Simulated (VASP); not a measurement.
Set up this calculation in VASP 6.6.1, as the native input.

| Item | Value |
| --- | --- |
| Task | single point |
| Functional | PBEsol |
| Potentials or basis | VASP PAW PBE potentials, release 64 (Ti_sv) |
| Cutoff | 520 eV |
| k mesh | 20 × 20 × 20 |
| Occupations | gaussian, width 0.15 eV |
| Spin | no spin polarisation |
| Dipole correction | no |
| Further INCAR settings | ALGO = Normal; EDIFF = 1e-07; NBANDS = 12 |

The structure of Ti lies in POSCAR:

```
Ti
1.0
    0.0000000000      1.9691000000      1.9691000000
    1.9691000000      0.0000000000      1.9691000000
    1.9691000000      1.9691000000      0.0000000000
Ti
1
Direct
    0.0000000000      0.0000000000      0.0000000000
```

This cell differs from its parent crystal: strain -0.030 along x and y, -0.030 along z.

The input as run:

INCAR

```
PREC = Accurate ; ENCUT = 520
EDIFF = 1E-7 ; ISMEAR = 0
SIGMA = 0.15 ; LREAL = F
LASPH = T ; NELM = 60
ALGO = Normal ; ISIF = 2
LWAVE = F ; LCHARG = F
GGA = PS ; NBANDS = 12
```

KPOINTS

```
regular mesh
0
Gamma
  20 20 20
```

Potentials or basis: VASP PAW PBE potentials, release 64 (Ti_sv).

Run with:

```sh
$ cat potpaw_PBE.64/Ti_sv/POTCAR > POTCAR
$ mpirun -np 1 vasp_std > vasp.out
```

Results of the run:

The pressure is 11.3 GPa and the band gap on the k mesh is zero (band 6 reaches 10.47 eV, above the bottom of band 7 at 9.11 eV).

Caveat: the cell differs from its parent crystal (strain -0.030 along x and y, -0.030 along z); the PAW data sets were made with another functional, which shifts forces and pressure a little.

Wall time 16 s on 1 thread of Intel(R) Xeon(R) 6975P-C (Granite Rapids) (shared host), peak memory 0.17 GiB.
